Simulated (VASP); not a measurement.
A run of VASP 6.6.1:

INCAR

```
  ALGO = Normal
  EDIFF = 1E-6
  ENCUT = 520
  GGA = PS
  ISIF = 2
  ISMEAR = 0
  LASPH = T
  LCHARG = T
  LELF = T
  LREAL = F
  LVHAR = T
  LWAVE = F
  NBANDS = 31
  NELM = 80
  PREC = Accurate
  SIGMA = 0.05
```

File KPOINTS:

```
k-points
0
Gamma
  6 6 6
```

POSCAR

```
Al3GaN4
1.0
    4.2749048883      0.0808706234      0.0808706234
    0.0808706234      4.2749048883      0.0808706234
    0.0808706234      0.0808706234      4.2749048883
Al Ga N
3 1 4
Direct
    0.5000000000      0.5000000000      0.0000000000
    0.5000000000      0.0000000000      0.5000000000
    0.0000000000      0.5000000000      0.5000000000
    0.0000000000      0.0000000000      0.0000000000
    0.7447140287      0.7447140287      0.2552859713
    0.7447140287      0.2552859713      0.7447140287
    0.2552859713      0.7447140287      0.7447140287
    0.2552859713      0.2552859713      0.2552859713
```

Potentials or basis: VASP PAW PBE potentials, release 64 (Al, Ga_d, N).

Launch:

```bash
$ cat potpaw_PBE.64/Al/POTCAR potpaw_PBE.64/Ga_d/POTCAR potpaw_PBE.64/N/POTCAR > POTCAR
$ mpirun -np 1 vasp_std > vasp.out
```

Hardware: 1 thread of Intel Xeon 6975P-C, on a shared host.

How long does it take, and how much memory?

Run time: 33 s on 1 thread of Intel Xeon 6975P-C, with other jobs on the host, peak memory 0.22 GiB. Counts: scf iterations 14, k points 32.
